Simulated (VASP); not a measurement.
The system is SnO.

```
Sn O
1.0
     3.79860    0.00000    0.00000
     0.00000    3.79860    0.00000
     0.00000    0.00000    4.84080
Sn O
2 2
Direct
  0.50000 0.00000 0.23690
  0.00000 0.50000 0.76310
  0.00000 0.00000 0.00000
  0.50000 0.50000 0.00000
```

* Program: VASP 6.6.1
* Task: relaxation of cell and atoms
* Functional: PBEsol
* Potentials or basis: VASP PAW PBE potentials, release 64 (Sn_d, O)
* Cutoff: 600 eV
* k mesh: 12 × 12 × 10
* Occupations: gaussian, width 0.1 eV
* Spin: no spin polarisation

At the start: pressure 0.7 GPa; volume 17.46 Å³/atom.

Task: How do energy, volume and symmetry change on relaxing?

Result: Over 12 steps the energy falls by 2.1 meV/atom and the volume is 17.13 Å³/atom (-1.9 %); space group P4/nmm (No. 129, to 0.1 Å) before and after.

Step by step:
```tsv
step	energy change (eV)	largest force (eV/Å)	pressure (GPa)	volume (Å³)
1	0.0000	0.2906	0.75	69.85
2	-0.0011	0.1269	-1.28	70.68
3	-0.0033	0.0607	-0.41	70.30
4	-0.0047	0.0396	-0.29	70.01
5	-0.0070	0.0188	-0.05	69.12
6	-0.0072	0.0422	0.05	68.77
7	-0.0084	0.0128	0.16	68.51
8	-0.0085	0.0234	0.15	68.46
9	-0.0084	0.0442	0.22	68.36
10	-0.0085	0.0307	0.20	68.43
11	-0.0080	0.0757	-0.51	68.73
12	-0.0086	0.0030	0.01	68.51
```

Final structure:
```yaml
crystal:
  lattice:
    - [3.80579, 0.00000, 0.00000]
    - [0.00000, 3.80579, 0.00000]
    - [0.00000, 0.00000, 4.73012]
  atoms:
    - { symbol: Sn, position: [0.50000, 0.00000, 0.24430] }
    - { symbol: Sn, position: [0.00000, 0.50000, 0.75570] }
    - { symbol: O, position: [0.00000, 0.00000, 0.00000] }
    - { symbol: O, position: [0.50000, 0.50000, 0.00000] }
```

Caveat: the PAW data sets were made with another functional, which shifts forces and pressure a little.
